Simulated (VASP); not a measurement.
# ScIn4 (Pm-3m) in VASP: a series of runs, part 2 of 2

VASP 6.6.1. The steps go on from the part before.

**3. Relaxation of cell and atoms, PBE**

This run uses another cell than the first one, of 29.55 Å³/atom.

Contents of INCAR:

```
SYSTEM = ScIn4
  PREC = Accurate
  ENCUT = 600
  EDIFF = 1E-6
  ISMEAR = 0
  SIGMA = 0.1
  LREAL = .FALSE.
  LASPH = .TRUE.
  NELM = 80
  ALGO = Normal
  ISIF = 3
  LWAVE = .FALSE.
  LCHARG = .FALSE.
  GGA = PE
  IBRION = 2
  NSW = 90
  EDIFFG = -0.04
```

Contents of KPOINTS:

```
regular mesh
0
G
  4 4 4
  0 0 0
```

Contents of POSCAR:

```
ScIn4
1.0
    5.2867553200      0.0000000000      0.0000000000
    0.0000000000      5.2867553200      0.0000000000
    0.0000000000      0.0000000000      5.2867553200
Sc In
1 4
Direct
    0.0000000000      0.0000000000      0.0000000000
    0.5000000000      0.0000000000      0.0000000000
    0.0000000000      0.5000000000      0.0000000000
    0.0000000000      0.0000000000      0.5000000000
    0.5000000000      0.5000000000      0.5000000000
```

Potentials or basis: VASP PAW PBE potentials, release 64 (Sc_sv, In_d).

Run with:

```bash
$ cat potpaw_PBE.64/Sc_sv/POTCAR potpaw_PBE.64/In_d/POTCAR > POTCAR
$ mpirun -np 1 vasp_std > vasp.out
```

OUTCAR:

```text
SYSTEM = ScIn4
   PREC = Accurate
   ENCUT = 600
   EDIFF = 1E-6
   ISMEAR = 0
   LREAL = .FALSE.
   LASPH = .TRUE.
   NELM = 80
   ISIF = 3
   GGA = PE
   IBRION = 2
   NSW = 90
   EDIFFG = -0.04

 ion  position               nearest neighbor table
   1  0.000  0.000  0.000-   2 2.64   3 2.64   4 2.64   4 2.64   3 2.64   2 2.64
   2  0.500  0.000  0.000-   1 2.64   1 2.64   4 3.74   5 3.74   4 3.74   5 3.74   3 3.74   5 3.74
                             5 3.74   3 3.74   3 3.74   4 3.74   4 3.74   3 3.74
   3  0.000  0.500  0.000-   1 2.64   1 2.64   4 3.74   5 3.74   4 3.74   5 3.74   2 3.74   2 3.74
                             4 3.74   4 3.74   2 3.74   5 3.74   5 3.74   2 3.74
   4  0.000  0.000  0.500-   1 2.64   1 2.64   3 3.74   5 3.74   2 3.74   2 3.74   3 3.74   3 3.74
                             5 3.74   3 3.74   2 3.74   5 3.74   2 3.74   5 3.74
   5  0.500  0.500  0.500-   2 3.74   3 3.74   4 3.74   2 3.74   3 3.74   2 3.74   4 3.74   2 3.74
                             3 3.74   4 3.74   3 3.74   4 3.74

  LATTYP: Found a simple cubic cell.
 ALAT       =     5.2867553200

  Lattice vectors:

 A1 = (   5.2867553200,   0.0000000000,   0.0000000000)
 A2 = (   0.0000000000,   5.2867553200,   0.0000000000)
 A3 = (   0.0000000000,   0.0000000000,   5.2867553200)

Analysis of symmetry for initial positions (statically):
=====================================================================
 Subroutine PRICEL returns:
 Original cell was already a primitive cell.

 Routine SETGRP: Setting up the symmetry group for a
 simple cubic supercell.

 Subroutine GETGRP returns: Found 48 space group operations
 (whereof 48 operations were pure point group operations)
 out of a pool of 48 trial point group operations.

The static configuration has the point symmetry O_h .

Analysis of symmetry for dynamics (positions and initial velocities):
=====================================================================
 Subroutine PRICEL returns:
 Original cell was already a primitive cell.

 Routine SETGRP: Setting up the symmetry group for a
 simple cubic supercell.

 Subroutine GETGRP returns: Found 48 space group operations
 (whereof 48 operations were pure point group operations)
 out of a pool of 48 trial point group operations.

The dynamic configuration has the point symmetry O_h .

 Subroutine INISYM returns: Found 48 space group operations
 (whereof 48 operations are pure point group operations),
 and found     1 'primitive' translations

----------------------------------------------------------------------------------------

                                     Primitive cell

  volume of cell :     147.7637

  direct lattice vectors                    reciprocal lattice vectors
     5.286755320  0.000000000  0.000000000     0.189151935  0.000000000  0.000000000
     0.000000000  5.286755320  0.000000000     0.000000000  0.189151935  0.000000000
     0.000000000  0.000000000  5.286755320     0.000000000  0.000000000  0.189151935

  length of vectors
     5.286755320  5.286755320  5.286755320     0.189151935  0.189151935  0.189151935

  position of ions in fractional coordinates (direct lattice)
     0.000000000  0.000000000  0.000000000
     0.500000000  0.000000000  0.000000000
     0.000000000  0.500000000  0.000000000
     0.000000000  0.000000000  0.500000000
     0.500000000  0.500000000  0.500000000

  ion indices of the primitive-cell ions
   primitive index   ion index
                 1           1
                 2           2
                 3           3
                 4           4
                 5           5

----------------------------------------------------------------------------------------

 KPOINTS: regular mesh

Automatic generation of k-mesh.
 Grid dimensions read from file:
 generate k-points for:    4    4    4

 Generating k-lattice:

  Cartesian coordinates                     Fractional coordinates (reciprocal lattice)
     0.047287984  0.000000000  0.000000000     0.250000000  0.000000000  0.000000000
     0.000000000  0.047287984  0.000000000     0.000000000  0.250000000  0.000000000
     0.000000000  0.000000000  0.047287984     0.000000000  0.000000000  0.250000000

  Length of vectors
     0.047287984  0.047287984  0.047287984

  Shift w.r.t. Gamma in fractional coordinates (k-lattice)
     0.000000000  0.000000000  0.000000000

 Subroutine IBZKPT returns following result:
 ===========================================

 Found     10 irreducible k-points:

 Following reciprocal coordinates:
            Coordinates               Weight
  0.000000  0.000000  0.000000      1.000000
  0.250000  0.000000  0.000000      6.000000
  0.500000  0.000000  0.000000      3.000000
  0.250000  0.250000  0.000000     12.000000
  0.500000  0.250000  0.000000     12.000000
  0.500000  0.500000  0.000000      3.000000
  0.250000  0.250000  0.250000      8.000000
  0.500000  0.250000  0.250000     12.000000
  0.500000  0.500000  0.250000      6.000000
  0.500000  0.500000  0.500000      1.000000
   k-points           NKPTS =     10   k-points in BZ     NKDIM =     10   number of bands    NBANDS=     37
   number of dos      NEDOS =    301   number of ions     NIONS =      5
   total plane-waves  NPLWV =  74088
   dimension x,y,z NGX =    42 NGY =   42 NGZ =   42
   dimension x,y,z NGXF=    84 NGYF=   84 NGZF=   84
   ions per type =               1   4
   NGX,Y,Z   is equivalent  to a cutoff of  13.21, 13.21, 13.21 a.u.
   NGXF,Y,Z  is equivalent  to a cutoff of  26.41, 26.41, 26.41 a.u.
 SYSTEM =  ScIn4
   PREC   = accura    normal or accurate (medium, high low for compatibility)
   ISTART =      0    job   : 0-new  1-cont  2-samecut
   ICHARG =      2    charge: 1-file 2-atom 10-const
   ISPIN  =      1    spin polarized calculation?
   LNONCOLLINEAR =      F non collinear calculations
   LSORBIT =      F    spin-orbit coupling
   LASPH  =      T    aspherical Exc in radial PAW
   ENCUT  =  600.0 eV  44.10 Ry    6.64 a.u.  10.56 10.56 10.56*2*pi/ulx,y,z
   NELM   =     80;   NELMIN=  2; NELMDL= -5     # of ELM steps
   EDIFF  = 0.1E-05   stopping-criterion for ELM
   LREAL  =      F    real-space projection
   EDIFFG = -.4E-01   stopping-criterion for IOM
   NSW    =     90    number of steps for IOM
   IBRION =      2    ionic relax: 0-MD 1-quasi-New 2-CG
   NFREE  =      1    steps in history (QN), initial steepest desc. (CG)
   ISIF   =      3    stress and relaxation
   ISYM   =      2    0-nonsym 1-usesym 2-fastsym
   POTIM  = 0.5000    time-step for ionic-motion
   TEBEG  =    0.0;   TEEND  =   0.0 temperature during run
   PSTRESS=    0.0 pullay stress
   NELECT =      63.0000    total number of electrons
   NUPDOWN=      -1.0000    fix difference up-down
   EMIN   =  10.00;   EMAX   =-10.00  energy-range for DOS
   EFERMI =   0.00;   METHOD = LEGACY
   ISMEAR =     0;   SIGMA  =   0.10  broadening in eV -4-tet -1-fermi 0-gaus
   EFERMI_NEDOS =   21; number of points for ismear=-14 and -15
   IALGO  =     38    algorithm
   IMIX   =      4    mixing-type and parameters
     AMIX     =   0.40;   BMIX     =  1.00
     AMIX_MAG =   1.60;   BMIX_MAG =  1.00
  volume/ion in A,a.u.               =      29.55       199.43
  Fermi-wavevector in a.u.,A,eV,Ry     =   1.232156  2.328438 20.656490  1.518209
  Thomas-Fermi vector in A             =   2.366938
   LORBIT       =      0    0 simple, 1 ext, 2 COOP (PROOUT), +10 PAW based schemes
   GGA     = PE    functional components
   LHFCALC =     F    Hartree Fock is set to
   AEXX    =    0.0000 exact exchange contribution
   IVDW    =     0    specifies the selected vdW correction
   LEPSILON=     F    determine dielectric tensor
   LRPA    =     F    only Hartree local field effects (RPA)
 conjugate gradient relaxation of ions
 non-spin polarized calculation
 Gauss-broadening in eV      SIGMA  =   0.10
  energy-cutoff  :      600.00
  volume of cell :      147.76
 maximum number of plane-waves:      4956
   NGX = 21   NGY = 21   NGZ = 21

--------------------------------------- Ionic step        1  -------------------------------------------

 number of electron      63.0000055 magnetization

 Free energy of the ion-electron system (eV)
  ---------------------------------------------------
  ext. energy  EPLUGINS =         0.00000000
  ---------------------------------------------------
  free energy    TOTEN  =       -13.83233659 eV

  energy without entropy =      -13.79760121  energy(sigma->0) =      -13.81496890

 E-fermi :   5.0031     XC(G=0):  -9.4127

 val. band max:        4.9583065370   @ k =   0.5000   0.0000   0.0000
 cond. band min:       5.0662309149   @ k =   0.5000   0.2500   0.0000
 fundamental gap:      0.1079243779
 Fermi energy:         5.0031123516

 k-point     1 :       0.0000    0.0000    0.0000
  band No.  band energies     occupation
      1     -43.8387      2.00000
      2     -22.6135      2.00000
      3     -22.6135      2.00000
      4     -22.6135      2.00000
      5      -9.4363      2.00000
      6      -9.3800      2.00000
[... 464 lines left out ...]
  energy  without entropy=      -14.3976406276  energy(sigma->0) =      -14.41990989

--------------------------------------- Ionic step        3  -------------------------------------------

 number of electron      62.9999982 magnetization

 Free energy of the ion-electron system (eV)
  ---------------------------------------------------
  ext. energy  EPLUGINS =         0.00000000
  ---------------------------------------------------
  free energy    TOTEN  =       -14.44549877 eV

  energy without entropy =      -14.40102125  energy(sigma->0) =      -14.42326001

 E-fermi :   3.5364     XC(G=0):  -8.5573

 val. band max:        3.5318189106   @ k =   0.5000   0.2500   0.0000
 cond. band min:       3.5604149436   @ k =   0.5000   0.2500   0.0000
 fundamental gap:      0.0285960330
 Fermi energy:         3.5364015499

 k-point     1 :       0.0000    0.0000    0.0000
  band No.  band energies     occupation
      1     -45.8631      2.00000
      2     -24.5508      2.00000
      3     -24.5508      2.00000
      4     -24.5508      2.00000
      5     -10.8054      2.00000
      6     -10.8054      2.00000
[... 421 lines left out ...]
  FREE ENERGIE OF THE ION-ELECTRON SYSTEM (eV)
  ---------------------------------------------------
  free  energy   TOTEN  =       -14.4454987690 eV

  energy  without entropy=      -14.4010212482  energy(sigma->0) =      -14.42326001

 reached required accuracy - stopping structural energy minimisation
```

OSZICAR:

```text
N       E                     dE             d eps       ncg     rms          rms(c)
DAV:   1     0.723321190679E+03    0.72332E+03   -0.31653E+04   740   0.235E+03
DAV:   2     0.663478426470E+02   -0.65697E+03   -0.64926E+03   740   0.618E+02
DAV:   3    -0.102822574650E+02   -0.76630E+02   -0.75060E+02   877   0.247E+02
[... 32 lines left out ...]
DAV:   5    -0.144459361533E+02    0.47276E-03   -0.15122E-03  1078   0.361E-01    0.250E-01
DAV:   6    -0.144455265757E+02    0.40958E-03   -0.69326E-04  1033   0.217E-01    0.434E-02
DAV:   7    -0.144455012169E+02    0.25359E-04   -0.16003E-04   958   0.118E-01    0.156E-02
DAV:   8    -0.144454983786E+02    0.28383E-05   -0.10773E-05   886   0.400E-02    0.554E-03
DAV:   9    -0.144454987690E+02   -0.39043E-06   -0.18013E-06   493   0.151E-02
   3 F= -.14445499E+02 E0= -.14423260E+02  d E =-.613162E+00
```

CONTCAR:

```text
ScIn4
   1.00000000000000
     5.6555611690539616    0.0000000000000000   -0.0000000000000000
    -0.0000000000000000    5.6555611690539616   -0.0000000000000000
     0.0000000000000000    0.0000000000000000    5.6555611690539616
  Sc              In
     1     4
Direct
     0.0000000000000000    0.0000000000000000    0.0000000000000000
     0.5000000000000000    0.0000000000000000    0.0000000000000000
     0.0000000000000000    0.5000000000000000    0.0000000000000000
     0.0000000000000000    0.0000000000000000    0.5000000000000000
     0.5000000000000000    0.5000000000000000    0.5000000000000000

  0.00000000E+00  0.00000000E+00  0.00000000E+00
  0.00000000E+00  0.00000000E+00  0.00000000E+00
  0.00000000E+00  0.00000000E+00  0.00000000E+00
  0.00000000E+00  0.00000000E+00  0.00000000E+00
  0.00000000E+00  0.00000000E+00  0.00000000E+00
```

It took 97 s on 1 thread of Intel Xeon 6975P-C (Granite Rapids), shared host; peak memory 0.29 GiB.

Results:

```yaml
Free_energy: -14.4455 eV
Relaxed_volume: 36.18 Å³/atom
Relaxed_cell: a = 5.656 Å, b = 5.656 Å, c = 5.656 Å, α = 90.00°, β = 90.00°, γ = 90.00°
Space_group_after_relaxing_to_0.1_Å: Pm-3m (No. 221)
Energy_gained_by_relaxing: 122.6 meV/atom
Ionic_steps: 3
Pressure_after_relaxing: 0.0 GPa
Band_gap_on_the_k_mesh: zero (an odd number of electrons rules out a gap without spin polarisation)
```

Step by step:
```csv
step,energy change (eV),largest force (eV/Å),pressure (GPa),volume (Å³)
1,0.0000,0.0000,7.13,147.76
2,-0.6098,0.0000,0.38,177.73
3,-0.6132,0.0000,-0.04,180.90
```

Final structure:
```yaml
crystal:
  lattice:
    - [5.65556, 0.00000, 0.00000]
    - [0.00000, 5.65556, 0.00000]
    - [0.00000, 0.00000, 5.65556]
  atoms:
    - { symbol: Sc, position: [0.00000, 0.00000, 0.00000] }
    - { symbol: In, position: [0.50000, 0.00000, 0.00000] }
    - { symbol: In, position: [0.00000, 0.50000, 0.00000] }
    - { symbol: In, position: [0.00000, 0.00000, 0.50000] }
    - { symbol: In, position: [0.50000, 0.50000, 0.50000] }
```

Caveat: the volume moved by over 15 % at a fixed basis, so the end points are rough; spin-orbit coupling is left out, which moves the levels of the heavy elements.

**4. Relaxation of cell and atoms, PBE**

This run uses another cell than the first one, of 35.60 Å³/atom.

Contents of INCAR:

```
PREC = Accurate
ENCUT = 600
EDIFF = 1E-6
ISMEAR = 0
SIGMA = 0.1
LREAL = F
LASPH = T
NELM = 100
ALGO = Fast
ISIF = 3
LWAVE = F
LCHARG = F
GGA = PE
IBRION = 2
NSW = 100
EDIFFG = -0.01
```

Contents of KPOINTS:

```
Automatic mesh
0
Gamma
  8 8 8
```

Edit POSCAR of step 3 so:

```diff
@@ -2,5 +2,5 @@
 1.0
-    5.2867553200      0.0000000000      0.0000000000
-    0.0000000000      5.2867553200      0.0000000000
-    0.0000000000      0.0000000000      5.2867553200
+    5.6253253142      0.0000000000      0.0000000000
+    0.0000000000      5.6253253142      0.0000000000
+    0.0000000000      0.0000000000      5.6253253142
 Sc In
```

Run with:

```bash
$ cat potpaw_PBE.64/Sc_sv/POTCAR potpaw_PBE.64/In_d/POTCAR > POTCAR
$ mpirun -np 1 vasp_std > vasp.out
```

Run time: 6.4 min. Hardware: 1 thread of Intel Xeon 6975P-C (Granite Rapids), shared host; peak memory 0.49 GiB.

Results (log left out):

- Free energy: -14.5096 eV
- Relaxed volume: 35.95 Å³/atom
- Relaxed cell: a = 5.643 Å, b = 5.643 Å, c = 5.643 Å, α = 90.00°, β = 90.00°, γ = 90.00°
- Space group after relaxing (to 0.1 Å): Pm-3m (No. 221)
- Energy gained by relaxing: 0.4 meV/atom
- Ionic steps: 2
- Pressure after relaxing: 0.0 GPa
- Band gap on the k mesh: zero (an odd number of electrons rules out a gap without spin polarisation)

The path:
```csv
step,energy change (eV),largest force (eV/Å),pressure (GPa),volume (Å³)
1,0.0000,0.0000,0.30,178.01
2,-0.0019,0.0000,0.04,179.73
```

Final structure:
```cif
data_structure
_symmetry_space_group_name_H-M 'P 1'
_symmetry_Int_Tables_number 1
_cell_length_a 5.6433
_cell_length_b 5.6433
_cell_length_c 5.6433
_cell_angle_alpha 90.000
_cell_angle_beta 90.000
_cell_angle_gamma 90.000
_cell_volume 179.73
loop_
_atom_site_label
_atom_site_type_symbol
_atom_site_fract_x
_atom_site_fract_y
_atom_site_fract_z
_atom_site_occupancy
Sc1 Sc 0.00000 0.00000 0.00000 1
In1 In 0.50000 0.00000 0.00000 1
In2 In 0.00000 0.50000 0.00000 1
In3 In 0.00000 0.00000 0.50000 1
In4 In 0.50000 0.50000 0.50000 1
```

Levels at points of the mesh, in eV from the Fermi level:
```csv
k point,band 29,band 30,band 31,band 32,band 33,band 34
"(0.00, 0.00, 0.00)",-1.20,-1.20,-1.20,1.45,1.45,1.45
"(0.50, 0.00, 0.00)",-0.47,-0.23,-0.23,-0.20,-0.20,1.48
"(0.50, 0.50, 0.00)",-1.17,-0.25,0.08,0.26,0.26,0.70
"(0.50, 0.50, 0.50)",-2.73,-1.88,-1.88,-1.88,0.09,0.09
```

Caveat: spin-orbit coupling is left out, which moves the levels of the heavy elements.

**5. Summary**

```tsv
task	cell	k mesh	cutoff (eV)	gap on the mesh (eV)	pressure (GPa)	relaxed volume (Å³/atom)
single point	a = 5.647 Å, 5 atoms	8 × 8 × 8	520	none	0.0	-
relaxation of cell and atoms	relaxed from a = 5.287 Å, 5 atoms	4 × 4 × 4	600	none	0.0	36.18
relaxation of cell and atoms	relaxed from a = 5.625 Å, 5 atoms	8 × 8 × 8	600	none	0.0	35.95
```

Alike in all rows: level PBE; potentials or basis VASP PAW PBE potentials, release 64 (Sc_sv, In_d); no spin polarisation; smearing gaussian 0.1 eV.

Caveats: spin-orbit coupling is left out, which moves the levels of the heavy elements; the volume moved by over 15 % at a fixed basis, so the end points are rough (at least some runs).

Absolute energies hang on the potentials; compare differences alone.

The gap in the log of VASP goes by the Fermi energy; the results here count the filled bands.